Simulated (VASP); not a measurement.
# V (I4_1/amd) in VASP: a series of runs

The runs below take V through relaxation of shape and atoms at fixed volume, with PBE.

All numbers are computed with VASP 6.6.1; they aren't measurements. Logs are shortened: lines on timing, memory, paths and dates and some standing lists are left out, and cuts for length are marked.

## Step 1: The cell of the first run

It takes space group I4_1/amd (No. 141, tetragonal). Conventional cell: a = 4.393 Å, b = 4.393 Å, c = 2.437 Å, α = 90.00°, β = 90.00°, γ = 90.00°. V (site symmetry -4m2) has 10 V at 2.28 to 2.86 Å within 3.0 Å.

## Step 2: Relaxation of shape and atoms at fixed volume, PBE

INCAR

```
ALGO = Normal
EDIFF = 1E-7
EDIFFG = -0.005
ENCUT = 600
GGA = PE
IBRION = 2
ISIF = 4
ISMEAR = -1
LASPH = T
LCHARG = F
LREAL = F
LWAVE = F
NELM = 80
NSW = 50
PREC = Accurate
SIGMA = 0.05
```

KPOINTS

```
k-points
0
Gamma
  17 17 17
```

POSCAR

```
V
1.0
   -2.1963727294      2.1963727294      1.2185716898
    2.1963727294     -2.1963727294      1.2185716898
    2.1963727294      2.1963727294     -1.2185716898
V
2
Direct
   -0.3750000000     -0.1250000000     -0.2500000000
    0.3750000000      0.1250000000      0.2500000000
```

Potentials or basis: VASP PAW PBE potentials, release 64 (V_sv).

Started as:

```sh
cat potpaw_PBE.64/V_sv/POTCAR > POTCAR
mpirun -np 1 vasp_std > vasp.out
```

OUTCAR:

```text
EDIFF = 1E-7
   EDIFFG = -0.005
   ENCUT = 600
   GGA = PE
   IBRION = 2
   ISIF = 4
   ISMEAR = -1
   LASPH = T
   LREAL = F
   NELM = 80
   NSW = 50
   PREC = Accurate

 ion  position               nearest neighbor table
   1  0.625  0.875  0.750-   2 2.28   2 2.28   2 2.28   2 2.28   2 2.86   2 2.86   2 2.86   2 2.86

   2  0.375  0.125  0.250-   1 2.28   1 2.28   1 2.28   1 2.28   1 2.86   1 2.86   1 2.86   1 2.86

  LATTYP: Found a body centered tetragonal cell.
 ALAT       =     4.3927454588
 C/A-ratio  =     0.5548109724

  Lattice vectors:

 A1 = (  -2.1963727294,   2.1963727294,   1.2185716898)
 A2 = (   2.1963727294,  -2.1963727294,   1.2185716898)
 A3 = (   2.1963727294,   2.1963727294,  -1.2185716898)

Analysis of symmetry for initial positions (statically):
=====================================================================
 Subroutine PRICEL returns:
 Original cell was already a primitive cell.

 Routine SETGRP: Setting up the symmetry group for a
 body centered tetragonal supercell.

 Subroutine GETGRP returns: Found 16 space group operations
 (whereof  4 operations were pure point group operations)
 out of a pool of 16 trial point group operations.

The static configuration has the point symmetry C_2h.
 The point group associated with its full space group is D_4h.

Analysis of symmetry for dynamics (positions and initial velocities):
=====================================================================
 Subroutine PRICEL returns:
 Original cell was already a primitive cell.

 Routine SETGRP: Setting up the symmetry group for a
 body centered tetragonal supercell.

 Subroutine GETGRP returns: Found 16 space group operations
 (whereof  4 operations were pure point group operations)
 out of a pool of 16 trial point group operations.

The dynamic configuration has the point symmetry C_2h.
 The point group associated with its full space group is D_4h.

 Subroutine INISYM returns: Found 16 space group operations
 (whereof  4 operations are pure point group operations),
 and found     1 'primitive' translations

----------------------------------------------------------------------------------------

                                     Primitive cell

  volume of cell :      23.5138

  direct lattice vectors                    reciprocal lattice vectors
    -2.196372729  2.196372729  1.218571690     0.000000000  0.227648064  0.410316442
     2.196372729 -2.196372729  1.218571690     0.227648064  0.000000000  0.410316442
     2.196372729  2.196372729 -1.218571690     0.227648064  0.227648064  0.000000000

  length of vectors
     3.336618542  3.336618542  3.336618542     0.469236852  0.469236852  0.321942980

  position of ions in fractional coordinates (direct lattice)
     0.625000000  0.875000000  0.750000000
     0.375000000  0.125000000  0.250000000

  ion indices of the primitive-cell ions
   primitive index   ion index
                 1           1
                 2           2

----------------------------------------------------------------------------------------

 KPOINTS: k-points

Automatic generation of k-mesh.
 Grid dimensions read from file:
 generate k-points for:   17   17   17

 Generating k-lattice:

  Cartesian coordinates                     Fractional coordinates (reciprocal lattice)
     0.000000000  0.013391063  0.024136261     0.058823529 -0.000000000  0.000000000
     0.013391063  0.000000000  0.024136261    -0.000000000  0.058823529  0.000000000
     0.013391063  0.013391063  0.000000000     0.000000000  0.000000000  0.058823529

  Length of vectors
     0.027602168  0.027602168  0.018937822

  Shift w.r.t. Gamma in fractional coordinates (k-lattice)
     0.000000000  0.000000000  0.000000000

 Subroutine IBZKPT returns following result:
 ===========================================

 Found    405 irreducible k-points:

 Following reciprocal coordinates:
            Coordinates               Weight
  0.000000  0.000000  0.000000      1.000000
  0.058824 -0.000000  0.000000      8.000000
  0.117647 -0.000000  0.000000      8.000000
  0.176471  0.000000  0.000000      8.000000
  0.235294 -0.000000  0.000000      8.000000
  0.294118  0.000000  0.000000      8.000000
[... 16 lines left out ...]
 -0.176471  0.058824  0.000000     16.000000
 -0.117647  0.058824 -0.000000     16.000000
 [... further k-points ...]
   k-points           NKPTS =    405   k-points in BZ     NKDIM =    405   number of bands    NBANDS=     17
   number of dos      NEDOS =    301   number of ions     NIONS =      2
   total plane-waves  NPLWV =  21952
   dimension x,y,z NGX =    28 NGY =   28 NGZ =   28
   dimension x,y,z NGXF=    56 NGYF=   56 NGZF=   56
   ions per type =               2
   NGX,Y,Z   is equivalent  to a cutoff of  13.95, 13.95, 13.95 a.u.
   NGXF,Y,Z  is equivalent  to a cutoff of  27.90, 27.90, 27.90 a.u.
 SYSTEM =  unknown system
   PREC   = accura    normal or accurate (medium, high low for compatibility)
   ISTART =      0    job   : 0-new  1-cont  2-samecut
   ICHARG =      2    charge: 1-file 2-atom 10-const
   ISPIN  =      1    spin polarized calculation?
   LNONCOLLINEAR =      F non collinear calculations
   LSORBIT =      F    spin-orbit coupling
   LASPH  =      T    aspherical Exc in radial PAW
   ENCUT  =  600.0 eV  44.10 Ry    6.64 a.u.   6.66  6.66  6.66*2*pi/ulx,y,z
   NELM   =     80;   NELMIN=  2; NELMDL= -5     # of ELM steps
   EDIFF  = 0.1E-06   stopping-criterion for ELM
   LREAL  =      F    real-space projection
   EDIFFG = -.5E-02   stopping-criterion for IOM
   NSW    =     50    number of steps for IOM
   IBRION =      2    ionic relax: 0-MD 1-quasi-New 2-CG
   NFREE  =      1    steps in history (QN), initial steepest desc. (CG)
   ISIF   =      4    stress and relaxation
   ISYM   =      2    0-nonsym 1-usesym 2-fastsym
   POTIM  = 0.5000    time-step for ionic-motion
   TEBEG  =    0.0;   TEEND  =   0.0 temperature during run
   PSTRESS=    0.0 pullay stress
   NELECT =      26.0000    total number of electrons
   NUPDOWN=      -1.0000    fix difference up-down
   EMIN   =  10.00;   EMAX   =-10.00  energy-range for DOS
   EFERMI =   0.00;   METHOD = LEGACY
   ISMEAR =    -1;   SIGMA  =   0.05  broadening in eV -4-tet -1-fermi 0-gaus
   EFERMI_NEDOS =   21; number of points for ismear=-14 and -15
   IALGO  =     38    algorithm
   IMIX   =      4    mixing-type and parameters
     AMIX     =   0.40;   BMIX     =  1.00
     AMIX_MAG =   1.60;   BMIX_MAG =  1.00
  volume/ion in A,a.u.               =      11.76        79.34
  Fermi-wavevector in a.u.,A,eV,Ry     =   1.692875  3.199070 38.991927  2.865826
  Thomas-Fermi vector in A             =   2.774383
   LORBIT       =      0    0 simple, 1 ext, 2 COOP (PROOUT), +10 PAW based schemes
   GGA     = PE    functional components
   LHFCALC =     F    Hartree Fock is set to
   AEXX    =    0.0000 exact exchange contribution
   IVDW    =     0    specifies the selected vdW correction
   LEPSILON=     F    determine dielectric tensor
   LRPA    =     F    only Hartree local field effects (RPA)
 conjugate gradient relaxation of ions
 non-spin polarized calculation
  energy-cutoff  :      600.00
  volume of cell :       23.51
 maximum number of plane-waves:       801
   NGX = 13   NGY = 13   NGZ = 13

--------------------------------------- Ionic step        1  -------------------------------------------

 number of electron      26.0000002 magnetization

 Free energy of the ion-electron system (eV)
  ---------------------------------------------------
  ext. energy  EPLUGINS =         0.00000000
  ---------------------------------------------------
  free energy    TOTEN  =       -16.57442844 eV

  energy without entropy =      -16.55766785  energy(sigma->0) =      -16.56604814

------------------------ aborting loop because EDIFF is reached ----------------------------------------

  FORCE on cell =-STRESS in cart. coord.  units (eV):
  Direction    XX          YY          ZZ          XY          YZ          ZX
  --------------------------------------------------------------------------------------
  -------------------------------------------------------------------------------------
  Total        5.5307564      5.5307564      5.9804973      0.0000000     -0.0000000      0.0000000
  in kB      376.8529761    376.8529761    407.4972885      0.0000000     -0.0000000      0.0000000
  external PRESSURE =     387.0677469 kB  Pullay stress =       0.0000000 kB
[... 57 lines left out ...]
  energy  without entropy=      -16.5593848630  energy(sigma->0) =      -16.56788440

--------------------------------------- Ionic step        3  -------------------------------------------

 number of electron      26.0000003 magnetization

 Free energy of the ion-electron system (eV)
  ---------------------------------------------------
  ext. energy  EPLUGINS =         0.00000000
  ---------------------------------------------------
  free energy    TOTEN  =       -16.57647279 eV

  energy without entropy =      -16.55942773  energy(sigma->0) =      -16.56795026

 E-fermi :  11.9473     XC(G=0): -13.5821

 val. band max:       11.9402851889   @ k =  -0.3529  -0.4118   0.1176
 cond. band min:      11.9531490513   @ k =  -0.2353  -0.4118   0.0588
 fundamental gap:      0.0128638624
 Fermi energy:        11.9472826053

 k-point     1 :       0.0000    0.0000    0.0000
  band No.  band energies     occupation
      1     -52.1410      2.00000
      2     -51.4003      2.00000
      3     -26.4507      2.00000
      4     -26.4507      2.00000
      5     -25.1031      2.00000
      6     -25.0803      2.00000
[... 9 lines left out ...]
     16      14.0421      0.00000
     17      14.0421      0.00000
[... 443 lines left out ...]
      1     -52.1178      2.00000
      2     -51.4131      2.00000
      3     -26.4437      2.00000
      4     -26.3962      2.00000
      5     -25.1705      2.00000
      6     -25.1159      2.00000
[... 9 lines left out ...]
     16      14.3607      0.00000
     17      14.4054      0.00000

 [... further k-points ...]
[... 5 lines left out ...]
  --------------------------------------------------------------------------------------
  -------------------------------------------------------------------------------------
  Total        5.6530893      5.6530893      5.6549912      0.0000000      0.0000000      0.0000000
  in kB      385.1884597    385.1884597    385.3180514      0.0000000      0.0000000      0.0000000
  external PRESSURE =     385.2316569 kB  Pullay stress =       0.0000000 kB
[... 17 lines left out ...]
  FREE ENERGIE OF THE ION-ELECTRON SYSTEM (eV)
  ---------------------------------------------------
  free  energy   TOTEN  =       -16.5764727886 eV

  energy  without entropy=      -16.5594277313  energy(sigma->0) =      -16.56795026

 reached required accuracy - stopping structural energy minimisation
```

It took 4.1 min on 1 thread of AMD EPYC 9R45 (Zen 5), shared host; peak memory 0.26 GiB.

What came out:

* Free energy: -16.5765 eV
* Energy gained by relaxing: 1.0 meV/atom
* Ionic steps: 3
* Pressure after relaxing: 38.5 GPa
* Band gap on the k mesh: zero (bands 13 and 14 overlap by 1.00 eV)

Step by step:
| step | energy change (eV) | largest force (eV/Å) | pressure (GPa) | volume (Å³) |
| --- | --- | --- | --- | --- |
| 1 | 0.0000 | 0.0000 | 38.71 | 23.51 |
| 2 | -0.0020 | 0.0000 | 38.56 | 23.51 |
| 3 | -0.0020 | 0.0000 | 38.52 | 23.51 |

Final structure:
```xyz
2
Lattice="-2.1864 2.1864 1.2297 2.1864 -2.1864 1.2297 2.1864 2.1864 -1.2297" Properties=species:S:1:pos:R:3 pbc="T T T"
V     2.1864    1.0932    0.9223
V     0.0000    1.0932    0.3074
```

## Step 3: Relaxation of shape and atoms at fixed volume, PBE

This run uses another cell than the first one, of 12.88 Å³/atom.

INCAR

```
PREC = Accurate
ENCUT = 600
EDIFF = 1E-6
ISMEAR = -1
SIGMA = 0.05
LREAL = False
LASPH = True
NELM = 80
ALGO = Normal
ISIF = 4
LWAVE = False
LCHARG = False
GGA = PE
IBRION = 2
NSW = 50
EDIFFG = -0.005
```

KPOINTS

```
regular mesh
0
Gamma
  17 17 17
```

POSCAR

```
V
1.0
   -2.2639954856      2.2639954856      1.2560895370
    2.2639954856     -2.2639954856      1.2560895370
    2.2639954856      2.2639954856     -1.2560895370
V
2
Direct
   -0.3750000000     -0.1250000000     -0.2500000000
    0.3750000000      0.1250000000      0.2500000000
```

Potentials or basis: VASP PAW PBE potentials, release 64 (V_sv).

Started as:

```sh
cat potpaw_PBE.64/V_sv/POTCAR > POTCAR
mpirun -np 1 vasp_std > vasp.out
```

It took 3.5 min on 1 thread of AMD EPYC 9R45 (Zen 5), shared host; peak memory 0.27 GiB.

Results (log left out):

* Free energy: -16.9459 eV
* Energy gained by relaxing: 0.2 meV/atom
* Ionic steps: 3
* Pressure after relaxing: 15.6 GPa
* Band gap on the k mesh: zero (bands 13 and 14 overlap by 0.92 eV)

The path:
| step | energy change (eV) | largest force (eV/Å) | pressure (GPa) | volume (Å³) |
| --- | --- | --- | --- | --- |
| 1 | 0.0000 | 0.0000 | 15.70 | 25.75 |
| 2 | -0.0003 | 0.0000 | 15.65 | 25.75 |
| 3 | -0.0004 | 0.0000 | 15.63 | 25.75 |

Final structure:
```
CELL_PARAMETERS angstrom
-2.25933 2.25933 1.26128
2.25933 -2.25933 1.26128
2.25933 2.25933 -1.26128
ATOMIC_POSITIONS crystal
V 0.62500 0.87500 0.75000
V 0.37500 0.12500 0.25000
```

Levels at points of the mesh, in eV from the Fermi level:
```csv
k point,band 11,band 12,band 13,band 14,band 15,band 16
"(0.00, 0.00, 0.00)",-2.11,-1.52,-0.80,1.96,1.96,2.01
```
